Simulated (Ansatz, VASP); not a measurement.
CoSi2: VASP beside Ansatz

INCAR

```
ALGO = Normal
EDIFF = 1E-6
ENCUT = 600
GGA = PS
GGA_COMPAT = F
ISIF = 2
ISMEAR = -1
LASPH = T
LCHARG = F
LREAL = F
LWAVE = F
NBANDS = 16
NELM = 120
PREC = Accurate
SIGMA = 0.1
```

The input KPOINTS:

```
k-points
0
Gamma
  11 11 11
```

POSCAR

```
CoSi2
1.0
    0.0000000000      2.2649688832      2.2649688832
    2.2649688832      0.0000000000      2.2649688832
    2.2649688832      2.2649688832      0.0000000000
Co Si
1 2
Direct
    0.0000000000      0.0000000000      0.0000000000
    0.2500000000      0.2500000000      0.2500000000
    0.7500000000      0.7500000000      0.7500000000
```

Input for Ansatz:

```yaml
crystal:
  lattice:
    - [0.0, 2.2649688832, 2.2649688832]
    - [2.2649688832, 0.0, 2.2649688832]
    - [2.2649688832, 2.2649688832, 0.0]
  atoms:
    - { symbol: Co, position: [0.0, 0.0, 0.0] }
    - { symbol: Si, position: [0.25, 0.25, 0.25] }
    - { symbol: Si, position: [0.75, 0.75, 0.75] }
kpoints:
  mp_grid: { grid: [11, 11, 11] }
scf:
  occupations: { method: fermi_dirac, width: 0.1 }
hamiltonian:
  xc: pbesol
  pseudopotentials: { kind: all_electron, datasets: crystal }
output:
  forces: true
  stress: true
  eigenvalues: true
```

Change from the starting cell: volume scaled by 0.62, crystal datasets.

Alike in both runs: task single point; functional PBEsol; k mesh 11 × 11 × 11; occupations fermi-dirac, width 0.1 eV; no spin polarisation.

|  | VASP | Ansatz |
| --- | --- | --- |
| version | VASP 6.6.1 | Ansatz 0.2.0 |
| potentials or method | VASP PAW PBE potentials, release 64 (Co, Si), cutoff 600 eV | all-electron PAW with datasets made for the crystal, scalar-relativistic |

```tsv
	VASP	Ansatz	Ansatz less VASP
pressure (GPa)	259.9	255.6	-4.28
```

VASP's potentials were made for PBE, not for PBEsol. Both programs put the cell under a high pressure, so it lies far from rest at this level. Ansatz ran all-electron here, and VASP with PAW potentials.

Noted on VASP's run: the cell as given lies far from equilibrium.
